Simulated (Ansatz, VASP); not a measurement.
**Ti: VASP beside Ansatz**

File INCAR:

```
SYSTEM = Ti
PREC     = Accurate       ! precision mode
ENCUT    = 520            ! plane-wave cutoff, eV
EDIFF    = 1E-7           ! SCF threshold, eV
ISMEAR   = -1             ! smearing method
SIGMA    = 0.08           ! smearing width, eV
LREAL    = .False.        ! projectors in reciprocal space
LASPH    = .True.         ! aspherical terms in the spheres
NELM     = 80             ! most SCF steps
ALGO     = Normal         ! electronic algorithm
ISIF     = 2              ! what is computed and relaxed
LWAVE    = .False.        ! write WAVECAR
LCHARG   = .False.        ! write CHGCAR
GGA      = PS             ! functional
NBANDS   = 19             ! bands
```

Contents of KPOINTS:

```
regular mesh
0
Gamma
  13 13 7
  0 0 0
```

POSCAR

```
Ti
1.0
    2.9499978604     -0.0147499893     -0.0147499893
   -1.4877727956      2.5621480828     -0.0053988708
   -0.0234300000     -0.0234300000      4.6860000000
Ti
2
Direct
    0.3333333333      0.6666666667      0.2500000000
    0.6666666667      0.3333333333      0.7500000000
```

Input for Ansatz:

```yaml
crystal:
  lattice:
    - [2.9499978604, -0.0147499893, -0.0147499893]
    - [-1.4877727956, 2.5621480828, -0.0053988708]
    - [-0.02343, -0.02343, 4.686]
  atoms:
    - { symbol: Ti, position: [0.3333333333, 0.6666666667, 0.25] }
    - { symbol: Ti, position: [0.6666666667, 0.3333333333, 0.75] }
kpoints:
  mp_grid: { grid: [13, 13, 7] }
  band_path:
    path:
      - [0.0, 0.0, 0.0]
      - [0.0, 0.0, 0.5]
      - [-0.5, 0.5, 0.0]
      - [0.0, 0.0, 0.0]
      - [0.0, -0.5, 0.0]
      - [-0.5, 0.0, 0.5]
      - [0.0, 0.0, 0.0]
      - [-0.5, 0.0, 0.0]
      - [0.0, -0.5, 0.5]
    npoints: 5
scf:
  occupations: { method: fermi_dirac, width: 0.08 }
hamiltonian:
  xc: pbesol
  pseudopotentials: { kind: all_electron, lapw: { basis_error: 0.0005 } }
output:
  forces: true
  stress: true
  eigenvalues: true
```

Change from the starting cell: equal xy, yz and zx shear strains of -1 %.

Alike in both runs: task single point; functional PBEsol; k mesh 13 × 13 × 7; occupations fermi-dirac, width 0.08 eV; no spin polarisation.

|  | VASP | Ansatz |
| --- | --- | --- |
| version | VASP 6.6.1 | Ansatz 0.2.0 |
| potentials or method | VASP PAW PBE potentials, release 64 (Ti_sv), cutoff 520 eV | all-electron LAPW, scalar-relativistic |

Ansatz gave:

```
pressure (GPa)                                                : -5.8
traceless stress, the component that is largest in VASP (GPa) : 0.61
rms of the force components (eV/Å)                            : 0.015
```

Q: Which values does VASP return?

A: Pressure (GPa): -6.0; traceless stress, the component that is largest in VASP (GPa): 0.60; rms of the force components (eV/Å): 0.015.

VASP's potentials were made for PBE, not for PBEsol. Atom by atom the forces differ by 0.000 eV/Å (rms over components). Ansatz ran all-electron here, and VASP with PAW potentials.
